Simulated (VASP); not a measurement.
Runs of VASP 6.6.1 on Ge. The structure is that of space group Im-3m (No. 229), or close to it. The cells are those of the table. 

```csv
task,cell,k mesh,cutoff (eV),gap on the mesh (eV),pressure (GPa),relaxed volume (Å³/atom)
single point,"a = 3.196 Å, angles 109.5°, 1 atom",8 × 8 × 8,520,none,-9.1,-
relaxation of cell and atoms,"relaxed from a = 3.196 Å, angles 109.5°, 1 atom",6 × 6 × 6,600,none,-0.2,(a)
single point,"a = 2.925 Å, angles 109.5°, 1 atom",6 × 6 × 6,520,none,-0.1,-
single point,"a = 2.922 Å, angles 109.5°, 1 atom",22 × 22 × 22,520,none,-0.1,-
relaxation of cell and atoms,"relaxed from a = 2.925 Å, angles 109.5°, 1 atom",22 × 22 × 22,600,none,0.0,19.23
```

Alike in all rows: level PBE; potentials or basis VASP PAW PBE potentials, release 64 (Ge_d); no spin polarisation; smearing gaussian 0.1 eV.

Problem. Estimate the missing entries.

Solution. (a) 19.29.

Caveats: some runs use coarse meshes; the volume moved by over 15 % at a fixed basis, so the end points are rough (some runs).

A k mesh can miss the band edges, and the runs leave out spin-orbit coupling on Ge.

A gap of «none» marks levels without a gap at the run's occupations.
